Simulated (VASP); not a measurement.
Set up this calculation in VASP 6.6.1, as the native input.

```
Task                   : single point
Functional             : PBEsol
Potentials or basis    : VASP PAW PBE potentials, release 64 (Ba_sv)
Cutoff                 : 520 eV
k mesh                 : 14 × 14 × 14
Occupations            : gaussian, width 0.15 eV
Spin                   : no spin polarisation
Dipole correction      : no
Further INCAR settings : ALGO = Fast; EDIFF = 1e-06; NBANDS = 11
```

The structure of Ba lies in POSCAR:

```
Ba
1.0
   -2.3000000000      2.3000000000      2.5000000000
    2.3000000000     -2.3000000000      2.5000000000
    2.3000000000      2.3000000000     -2.5000000000
Ba
1
Direct
    0.0000000000      0.0000000000      0.0000000000
```

This cell differs from its parent crystal: strain -0.080 along x and y, +0.000 along z.

One way to write it, as run:

INCAR

```
ALGO = Fast
EDIFF = 1E-6
ENCUT = 520
GGA = PS
ISIF = 2
ISMEAR = 0
LASPH = True
LCHARG = True
LELF = True
LREAL = False
LVHAR = True
LWAVE = False
NBANDS = 11
NELM = 100
PREC = Accurate
SIGMA = 0.15
```

KPOINTS

```
k-points
0
Gamma
  14 14 14
```

Potentials or basis: VASP PAW PBE potentials, release 64 (Ba_sv).

The run is started by

```console
$ cat potpaw_PBE.64/Ba_sv/POTCAR > POTCAR
$ mpirun -np 1 vasp_std > vasp.out
```

Results of the run:

- Pressure: 1.1 GPa
- Band gap on the k mesh: zero (bands 5 and 6 overlap by 1.22 eV)

Caveat: the cell differs from its parent crystal (strain -0.080 along x and y, +0.000 along z); the PAW data sets were made with another functional, which shifts forces and pressure a little; spin-orbit coupling is left out, which moves the levels of the heavy elements.

Wall time 2.2 min on 1 thread of Intel Xeon 8259CL, with other jobs on the host, peak memory 0.28 GiB.
